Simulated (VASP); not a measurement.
# Pt3Pb (Pm-3m) in VASP: a series of runs, part 2 of 2

VASP 6.6.1.

### 6 Single point, LDA (volume scaled by 0.94)

The input, INCAR:

```
  ALGO = Normal
  EDIFF = 1E-6
  ENCUT = 520
  ISIF = 2
  ISMEAR = -1
  LASPH = T
  LCHARG = F
  LREAL = F
  LWAVE = F
  NBANDS = 30
  NELM = 60
  PREC = Accurate
  SIGMA = 0.03
```

The input, KPOINTS:

```
k-points
0
Gamma
  9 9 9
```

The input, POSCAR:

```
Pt3Pb
1.0
    3.9751604292      0.0000000000      0.0000000000
    0.0000000000      3.9751604292      0.0000000000
    0.0000000000      0.0000000000      3.9751604292
Pt Pb
3 1
Direct
    0.0000000000      0.5000000000      0.5000000000
    0.5000000000      0.0000000000      0.5000000000
    0.5000000000      0.5000000000      0.0000000000
    0.0000000000      0.0000000000      0.0000000000
```

Potentials or basis: VASP PAW LDA potentials, release 64 (Pt, Pb_d).

The run is started by

```console
$ cat potpaw_LDA.64/Pt/POTCAR potpaw_LDA.64/Pb_d/POTCAR > POTCAR
$ mpirun -np 1 vasp_std > vasp.out
```

OUTCAR:

```text
EDIFF = 1E-6
   ENCUT = 520
   ISIF = 2
   ISMEAR = -1
   LASPH = T
   LREAL = F
   NELM = 60
   PREC = Accurate

 ion  position               nearest neighbor table
   1  0.000  0.500  0.500-   2 2.81   3 2.81   4 2.81   3 2.81   4 2.81   2 2.81   4 2.81   4 2.81
                             2 2.81   3 2.81   3 2.81   2 2.81
   2  0.500  0.000  0.500-   1 2.81   3 2.81   4 2.81   3 2.81   4 2.81   1 2.81   3 2.81   3 2.81
                             1 2.81   4 2.81   4 2.81   1 2.81
   3  0.500  0.500  0.000-   1 2.81   2 2.81   4 2.81   1 2.81   2 2.81   2 2.81   4 2.81   2 2.81
                             1 2.81   4 2.81   1 2.81   4 2.81
   4  0.000  0.000  0.000-   1 2.81   2 2.81   3 2.81   1 2.81   2 2.81   1 2.81   3 2.81   1 2.81
                             2 2.81   3 2.81   2 2.81   3 2.81

  LATTYP: Found a simple cubic cell.
 ALAT       =     3.9751604292

  Lattice vectors:

 A1 = (   3.9751604292,   0.0000000000,   0.0000000000)
 A2 = (   0.0000000000,   3.9751604292,   0.0000000000)
 A3 = (   0.0000000000,   0.0000000000,   3.9751604292)

Analysis of symmetry for initial positions (statically):
=====================================================================
 Subroutine PRICEL returns:
 Original cell was already a primitive cell.

 Routine SETGRP: Setting up the symmetry group for a
 simple cubic supercell.

 Subroutine GETGRP returns: Found 48 space group operations
 (whereof 48 operations were pure point group operations)
 out of a pool of 48 trial point group operations.

The static configuration has the point symmetry O_h .

Analysis of symmetry for dynamics (positions and initial velocities):
=====================================================================
 Subroutine PRICEL returns:
 Original cell was already a primitive cell.

 Routine SETGRP: Setting up the symmetry group for a
 simple cubic supercell.

 Subroutine GETGRP returns: Found 48 space group operations
[... 120 lines left out ...]
   EMIN   =  10.00;   EMAX   =-10.00  energy-range for DOS
   EFERMI =   0.00;   METHOD = LEGACY
   ISMEAR =    -1;   SIGMA  =   0.03  broadening in eV -4-tet -1-fermi 0-gaus
   EFERMI_NEDOS =   21; number of points for ismear=-14 and -15
   IALGO  =     38    algorithm
   IMIX   =      4    mixing-type and parameters
     AMIX     =   0.40;   BMIX     =  1.00
     AMIX_MAG =   1.60;   BMIX_MAG =  1.00
  volume/ion in A,a.u.               =      15.70       105.97
  Fermi-wavevector in a.u.,A,eV,Ry     =   1.453911  2.747493 28.760761  2.113856
  Thomas-Fermi vector in A             =   2.571122
   LORBIT       =      0    0 simple, 1 ext, 2 COOP (PROOUT), +10 PAW based schemes
   GGA     = CA    functional components
   LHFCALC =     F    Hartree Fock is set to
   AEXX    =    0.0000 exact exchange contribution
   IVDW    =     0    specifies the selected vdW correction
   LEPSILON=     F    determine dielectric tensor
   LRPA    =     F    only Hartree local field effects (RPA)
 non-spin polarized calculation
  energy-cutoff  :      520.00
  volume of cell :       62.82
 maximum number of plane-waves:      1743
 NGX is ok and might be reduce to    30
   NGX = 15   NGY = 15   NGZ = 15

 number of electron      44.0000010 magnetization

 Free energy of the ion-electron system (eV)
  ---------------------------------------------------
  ext. energy  EPLUGINS =         0.00000000
  ---------------------------------------------------
  free energy    TOTEN  =       -27.00365454 eV

  energy without entropy =      -27.00110615  energy(sigma->0) =      -27.00238035

 E-fermi :  12.4002     XC(G=0): -13.5734

 val. band max:       12.3348688366   @ k =   0.1111   0.1111   0.0000
 cond. band min:      12.4109499215   @ k =   0.4444   0.4444   0.3333
 fundamental gap:      0.0760810848
 Fermi energy:        12.4002236625

 k-point     1 :       0.0000    0.0000    0.0000
  band No.  band energies     occupation
      1      -5.2302      2.00000
      2      -5.2302      2.00000
      3      -5.1600      2.00000
      4      -5.1600      2.00000
      5      -5.1600      2.00000
      6      -0.7740      2.00000
[... 781 lines left out ...]
     29      21.9407      0.00000
     30      22.5652      0.00000

 [... further k-points ...]
[... 5 lines left out ...]
  --------------------------------------------------------------------------------------
  -------------------------------------------------------------------------------------
  Total        5.1227768      5.1227768      5.1227768      0.0000000      0.0000000      0.0000000
  in kB      130.6628219    130.6628219    130.6628219      0.0000000      0.0000000      0.0000000
  external PRESSURE =     130.6628219 kB  Pullay stress =       0.0000000 kB

 VOLUME and BASIS-vectors are now :
 -----------------------------------------------------------------------------
  energy-cutoff  :      520.00
  volume of cell :       62.82
      direct lattice vectors                 reciprocal lattice vectors
     3.975160429  0.000000000  0.000000000     0.251562174  0.000000000  0.000000000
     0.000000000  3.975160429  0.000000000     0.000000000  0.251562174  0.000000000
     0.000000000  0.000000000  3.975160429     0.000000000  0.000000000  0.251562174

 POSITION                                       TOTAL-FORCE (eV/Angst)
 -----------------------------------------------------------------------------------
      0.00000      1.98758      1.98758         0.000000      0.000000      0.000000
      1.98758      0.00000      1.98758         0.000000      0.000000      0.000000
      1.98758      1.98758      0.00000         0.000000      0.000000      0.000000
      0.00000      0.00000      0.00000         0.000000      0.000000      0.000000
 -----------------------------------------------------------------------------------
    total drift:                                0.000000      0.000000     -0.000000

  FREE ENERGIE OF THE ION-ELECTRON SYSTEM (eV)
  ---------------------------------------------------
  free  energy   TOTEN  =       -27.0036545381 eV

  energy  without entropy=      -27.0011061538  energy(sigma->0) =      -27.00238035
```

stdout:

```text
POSCAR found type information on POSCAR PtPb
 POSCAR found :  2 types and       4 ions
 scaLAPACK will be used
 LDA part: xc-table for (Slater(with rela. corr.)+CA(PZ))
 , standard interpolation
 POSCAR, INCAR and KPOINTS ok, starting setup
 FFT: planning ... GRIDC
 FFT: planning ... GRID_SOFT
 FFT: planning ... GRID
 WAVECAR not read
 entering main loop
```

Run time: 44 s. Hardware: 1 thread of Intel Xeon 6975P-C, shared host; peak memory 0.19 GiB.

Results:

| Quantity | Value |
| --- | --- |
| Free energy | -27.0037 eV |
| Pressure | 13.1 GPa |
| Band gap on the k mesh | zero (band 22 reaches 12.52 eV, above the bottom of band 23 at 12.09 eV) |

Levels at points of the mesh, in eV from the Fermi level:
```csv
k point,band 20,band 21,band 22,band 23,band 24,band 25
"(0.00, 0.00, 0.00)",-1.27,-0.46,0.11,0.11,0.11,1.99
```

Caveat: spin-orbit coupling is left out, which moves the levels of the heavy elements.

### 7 Overview

```csv
cell,gap on the mesh (eV),pressure (GPa)
"a = 4.003 Å, 4 atoms",none,7.3
"a = 4.044 Å, 4 atoms",none,-0.1
"a = 4.085 Å, 4 atoms",none,-6.2
"a = 4.138 Å, 4 atoms",none,-12.5
"a = 3.975 Å, 4 atoms",none,13.1
```

Alike in all rows: task single point; level LDA; potentials or basis VASP PAW LDA potentials, release 64 (Pt, Pb_d); no spin polarisation; k mesh 9 × 9 × 9; cutoff (eV) 520; smearing fermi-dirac 0.03 eV.

Caveats: spin-orbit coupling is left out, which moves the levels of the heavy elements.

Absolute energies hang on the potentials; compare differences alone.
